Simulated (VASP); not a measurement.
Runs of VASP 6.6.1 on Si. The structure is that of space group P6_3/mmc (No. 194), or close to it. The cells are those of the table. This isn't the form of Si at room conditions, which is diamond.

```csv
cell,gap on the mesh (eV),pressure (GPa)
"a = 2.835, b = 2.835, c = 4.509 Å, angles 90.0, 90.0, 120.0°, 2 atoms",none,(b)
"a = 2.868, b = 2.868, c = 4.509 Å, angles 90.0, 90.0, 120.0°, 2 atoms",none,-11.5
"a = 2.769, b = 2.769, c = 4.509 Å, angles 90.0, 90.0, 120.0°, 2 atoms",none,-7.9
"a = 2.373, b = 2.373, c = 4.509 Å, angles 90.0, 90.0, 120.0°, 2 atoms",none,(a)
"a = 2.571, b = 2.571, c = 4.509 Å, angles 90.0, 90.0, 120.0°, 2 atoms",none,5.6
```

Alike in all rows: task single point; level PBE+D3(BJ); potentials or basis VASP PAW PBE potentials, release 64 (Si); no spin polarisation; k mesh 24 × 24 × 14; cutoff (eV) 520; smearing gaussian 0.15 eV.

**Question.** Fill in the values left out.

**Answer.** (a) 37.3; (b) -10.4.

Caveats: the cell stands under tension (at least some runs); the stress differs along the axes, from 19 to 47 GPa (at least some runs); the cell stands under pressure (at least some runs).

A gap of «none» marks levels without a gap at the run's occupations.
